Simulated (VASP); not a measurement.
# BaTiO3 (Amm2) in VASP: single point with PBE

Aim: the single point of BaTiO3 with PBE.

All numbers are computed with VASP 6.6.1; they aren't measurements. Logs are shortened: lines on timing, memory, paths and dates and some standing lists are left out, and cuts for length are marked.

## Step 1: The cell of the first run

The structure is orthorhombic, space group Amm2 (No. 38). Conventional cell: a = 4.038 Å, b = 5.753 Å, c = 5.772 Å, α = 90.00°, β = 90.00°, γ = 90.00°. Ba (site symmetry mm2) has 12 O at 2.82 to 2.95 Å and 8 Ti at 3.45 to 3.59 Å within 3.7 Å. Within 2.6 Å of Ti (site symmetry mm2) lie 6 O at 1.95 to 2.13 Å. Within 2.7 Å of O (site symmetry mm2) lie 2 Ti at 2.02 Å. Within 2.6 Å of O (site symmetry m) lie 2 Ti at 1.95 to 2.13 Å.

## Step 2: Single point, PBE

Input file INCAR:

```
SYSTEM = BaTiO3
ALGO = Normal ; EDIFF = 1E-7
ENCUT = 520 ; GGA = PE
ISIF = 2 ; ISMEAR = -1
LASPH = .True. ; LCHARG = .True.
LELF = .True. ; LREAL = .False.
LVHAR = .True. ; LWAVE = .False.
NBANDS = 28 ; NELM = 100
PREC = Accurate ; SIGMA = 0.0142
```

Input file KPOINTS:

```
k-points
0
Gamma
  6 6 6
  0 0 0
```

Input file POSCAR:

```
BaTiO3
1.0
   -4.0379611300      0.0000000000      0.0000000000
    0.0000000000     -2.8763600400      2.8861998200
    0.0000000000      2.8763600400      2.8861998200
Ba Ti O
1 1 3
Direct
    0.0000000000      0.0000000000      0.0000000000
    0.5000000000      0.5143000000      0.5143000000
    0.0000000000      0.4890000000      0.4890000000
    0.5000000000      0.9922300000      0.5044300000
    0.5000000000      0.5044300000      0.9922300000
```

Potentials or basis: VASP PAW PBE potentials, release 64 (Ba_sv, Ti_sv, O).

Started as:

```
$ cat potpaw_PBE.64/Ba_sv/POTCAR potpaw_PBE.64/Ti_sv/POTCAR potpaw_PBE.64/O/POTCAR > POTCAR
$ mpirun -np 1 vasp_std > vasp.out
```

OUTCAR:

```text
SYSTEM = BaTiO3
   EDIFF = 1E-7
   ENCUT = 520
   GGA = PE
   ISIF = 2
   ISMEAR = -1
   LASPH = .True.
   LREAL = .False.
   NELM = 100
   PREC = Accurate

 ion  position               nearest neighbor table
   1  0.000  0.000  0.000-   3 2.82   4 2.86   5 2.86   4 2.86   5 2.86   3 2.88   3 2.88   5 2.88
                             4 2.88   4 2.88   5 2.88   3 2.95   2 3.45   2 3.45   2 3.52   2 3.52
   2  0.500  0.514  0.514-   4 1.95   5 1.95   3 2.02   3 2.02   4 2.13   5 2.13   1 3.45   1 3.45
                             1 3.52   1 3.52   1 3.52   1 3.52   1 3.59   1 3.59
   3  0.000  0.489  0.489-   2 2.02   2 2.02   1 2.82   1 2.88   1 2.88   1 2.95
   4  0.500  0.992  0.504-   2 1.95   2 2.13   1 2.86   1 2.86   1 2.88   1 2.88
   5  0.500  0.504  0.992-   2 1.95   2 2.13   1 2.86   1 2.86   1 2.88   1 2.88

  LATTYP: Found a base centered orthorhombic cell.
 ALAT       =     5.7527200800
 B/A-ratio  =     1.0034209139
 C/A-ratio  =     0.7019220601

  Lattice vectors:

 A1 = (   0.0000000000,  -2.8763600400,  -2.8861998200)
 A2 = (   0.0000000000,  -2.8763600400,   2.8861998200)
 A3 = (  -4.0379611300,   0.0000000000,   0.0000000000)

Analysis of symmetry for initial positions (statically):
=====================================================================
 Subroutine PRICEL returns:
 Original cell was already a primitive cell.

 Routine SETGRP: Setting up the symmetry group for a
 base centered orthorhombic supercell.

 Subroutine GETGRP returns: Found  4 space group operations
 (whereof  4 operations were pure point group operations)
 out of a pool of  8 trial point group operations.

The static configuration has the point symmetry C_2v.

Analysis of symmetry for dynamics (positions and initial velocities):
=====================================================================
 Subroutine PRICEL returns:
 Original cell was already a primitive cell.

 Routine SETGRP: Setting up the symmetry group for a
 base centered orthorhombic supercell.

 Subroutine GETGRP returns: Found  4 space group operations
 (whereof  4 operations were pure point group operations)
 out of a pool of  8 trial point group operations.

The dynamic configuration has the point symmetry C_2v.

 Subroutine INISYM returns: Found  4 space group operations
 (whereof  4 operations are pure point group operations),
 and found     1 'primitive' translations

----------------------------------------------------------------------------------------

[... 94 lines left out ...]
   LSORBIT =      F    spin-orbit coupling
   LASPH  =      T    aspherical Exc in radial PAW
   ENCUT  =  520.0 eV  38.22 Ry    6.18 a.u.   7.51  7.58  7.58*2*pi/ulx,y,z
   NELM   =    100;   NELMIN=  2; NELMDL= -5     # of ELM steps
   EDIFF  = 0.1E-06   stopping-criterion for ELM
   LREAL  =      F    real-space projection
   EDIFFG = 0.1E-05   stopping-criterion for IOM
   NSW    =      0    number of steps for IOM
   IBRION =     -1    ionic relax: 0-MD 1-quasi-New 2-CG
   NFREE  =      0    steps in history (QN), initial steepest desc. (CG)
   ISIF   =      2    stress and relaxation
   ISYM   =      2    0-nonsym 1-usesym 2-fastsym
   POTIM  = 0.5000    time-step for ionic-motion
   TEBEG  =    0.0;   TEEND  =   0.0 temperature during run
   PSTRESS=    0.0 pullay stress
   NELECT =      40.0000    total number of electrons
   NUPDOWN=      -1.0000    fix difference up-down
   EMIN   =  10.00;   EMAX   =-10.00  energy-range for DOS
   EFERMI =   0.00;   METHOD = LEGACY
   ISMEAR =    -1;   SIGMA  =   0.01  broadening in eV -4-tet -1-fermi 0-gaus
   EFERMI_NEDOS =   21; number of points for ismear=-14 and -15
   IALGO  =     38    algorithm
   IMIX   =      4    mixing-type and parameters
     AMIX     =   0.40;   BMIX     =  1.00
     AMIX_MAG =   1.60;   BMIX_MAG =  1.00
  volume/ion in A,a.u.               =      13.41        90.49
  Fermi-wavevector in a.u.,A,eV,Ry     =   1.378185  2.604392 25.842829  1.899394
  Thomas-Fermi vector in A             =   2.503270
   LORBIT       =      0    0 simple, 1 ext, 2 COOP (PROOUT), +10 PAW based schemes
   GGA     = PE    functional components
[... 5 lines left out ...]
 non-spin polarized calculation
  energy-cutoff  :      520.00
  volume of cell :       67.04
 maximum number of plane-waves:      1832
   NGX = 15   NGY = 15   NGZ = 15

 number of electron      39.9999999 magnetization

 Free energy of the ion-electron system (eV)
  ---------------------------------------------------
  ext. energy  EPLUGINS =         0.00000000
  ---------------------------------------------------
  free energy    TOTEN  =       -39.99202773 eV

  energy without entropy =      -39.99202773  energy(sigma->0) =      -39.99202773

 E-fermi :   3.7841     XC(G=0): -11.0210

 val. band max:        3.4960027500   @ k =   0.5000   0.5000   0.5000
 cond. band min:       5.2803108656   @ k =   0.0000   0.0000   0.0000
 fundamental gap:      1.7843081156
 Fermi energy:         3.7840907542

 k-point     1 :       0.0000    0.0000    0.0000
  band No.  band energies     occupation
      1     -53.2335      2.00000
      2     -29.4397      2.00000
      3     -29.4394      2.00000
      4     -29.4233      2.00000
      5     -21.4409      2.00000
      6     -13.2912      2.00000
[... 733 lines left out ...]
     27      11.4533      0.00000
     28      11.8218      0.00000

 [... further k-points ...]

------------------------ aborting loop because EDIFF is reached ----------------------------------------

  FORCE on cell =-STRESS in cart. coord.  units (eV):
  Direction    XX          YY          ZZ          XY          YZ          ZX
  --------------------------------------------------------------------------------------
  -------------------------------------------------------------------------------------
  Total       -0.9799828     -0.9684149     -1.2057014      0.0000000      0.0000000      0.0000000
  in kB      -23.4189427    -23.1425009    -28.8130070      0.0000000      0.0000000      0.0000000
  external PRESSURE =     -25.1248169 kB  Pullay stress =       0.0000000 kB

 VOLUME and BASIS-vectors are now :
 -----------------------------------------------------------------------------
  energy-cutoff  :      520.00
  volume of cell :       67.04
      direct lattice vectors                 reciprocal lattice vectors
    -4.037961130  0.000000000  0.000000000    -0.247649734  0.000000000  0.000000000
     0.000000000 -2.876360040  2.886199820     0.000000000 -0.173830812  0.173238179
     0.000000000  2.876360040  2.886199820     0.000000000  0.173830812  0.173238179

 POSITION                                       TOTAL-FORCE (eV/Angst)
 -----------------------------------------------------------------------------------
      0.00000      0.00000      0.00000         0.000000     -0.000000      0.187430
     -2.01898      0.00000      2.96875         0.000000     -0.000000      0.334309
      0.00000      0.00000      2.82270         0.000000     -0.000000      0.205823
     -2.01898     -1.40309      4.31966         0.000000      0.157057     -0.363780
     -2.01898      1.40309      4.31966         0.000000     -0.157057     -0.363780
 -----------------------------------------------------------------------------------
    total drift:                               -0.000000     -0.000001      0.000741

  FREE ENERGIE OF THE ION-ELECTRON SYSTEM (eV)
  ---------------------------------------------------
  free  energy   TOTEN  =       -39.9920277349 eV

  energy  without entropy=      -39.9920277349  energy(sigma->0) =      -39.99202773
```

OSZICAR:

```text
N       E                     dE             d eps       ncg     rms          rms(c)
DAV:   1     0.431029968848E+03    0.43103E+03   -0.20732E+04  2912   0.154E+03
DAV:   2    -0.333268258990E+01   -0.43436E+03   -0.41286E+03  3276   0.422E+02
DAV:   3    -0.486190777613E+02   -0.45286E+02   -0.44878E+02  4028   0.134E+02
DAV:   4    -0.509975696161E+02   -0.23785E+01   -0.23733E+01  4424   0.258E+01
DAV:   5    -0.510697261541E+02   -0.72157E-01   -0.72145E-01  3944   0.351E+00    0.222E+01
DAV:   6    -0.403166286484E+02    0.10753E+02   -0.58186E+01  4208   0.649E+01    0.102E+01
DAV:   7    -0.402225648294E+02    0.94064E-01   -0.11798E+01  3984   0.248E+01    0.652E+00
DAV:   8    -0.400210585540E+02    0.20151E+00   -0.58959E-01  3528   0.637E+00    0.385E+00
DAV:   9    -0.400413292429E+02   -0.20271E-01   -0.60963E-01  4200   0.698E+00    0.206E+00
DAV:  10    -0.399977660161E+02    0.43563E-01   -0.25580E-01  3576   0.465E+00    0.603E-01
DAV:  11    -0.399923679588E+02    0.53981E-02   -0.26703E-02  3492   0.100E+00    0.244E-01
DAV:  12    -0.399920649210E+02    0.30304E-03   -0.25005E-03  3624   0.446E-01    0.663E-02
DAV:  13    -0.399920403860E+02    0.24535E-04   -0.23688E-04  3892   0.127E-01    0.379E-02
DAV:  14    -0.399920301561E+02    0.10230E-04   -0.50629E-05  3640   0.655E-02    0.163E-02
DAV:  15    -0.399920287516E+02    0.14045E-05   -0.31389E-05  4572   0.474E-02    0.105E-02
DAV:  16    -0.399920277324E+02    0.10192E-05   -0.52433E-06  3236   0.217E-02    0.348E-03
DAV:  17    -0.399920277349E+02   -0.25584E-08   -0.40011E-07  3228   0.508E-03
   1 F= -.39992028E+02 E0= -.39992028E+02  d E =-.110924E-10
```

stdout:

```text
POSCAR found type information on POSCAR BaTiO
 POSCAR found :  3 types and       5 ions
 scaLAPACK will be used
 LDA part: xc-table for (Slater+PW92), standard interpolation
 POSCAR, INCAR and KPOINTS ok, starting setup
 FFT: planning ... GRIDC
 FFT: planning ... GRID_SOFT
 FFT: planning ... GRID
 WAVECAR not read
 entering main loop
```

Wall time 89 s (1 thread of Intel Xeon Platinum 8375C at 2.90GHz (Ice Lake), shared host); peak memory 0.23 GiB.

Results:

* Free energy: -39.9920 eV
* Pressure: -2.5 GPa
* Largest force: 0.396 eV/Å
* Band gap on the k mesh: 1.78 eV, indirect (least direct gap 2.04 eV)

Forces on the atoms (eV/Å):
```
Ba   0.000  0.000  0.187
Ti   0.000  0.000  0.334
O    0.000  0.000  0.206
O    0.000  0.157 -0.364
O    0.000 -0.157 -0.364
```

Caveat: spin-orbit coupling is left out, which moves the levels of the heavy elements.
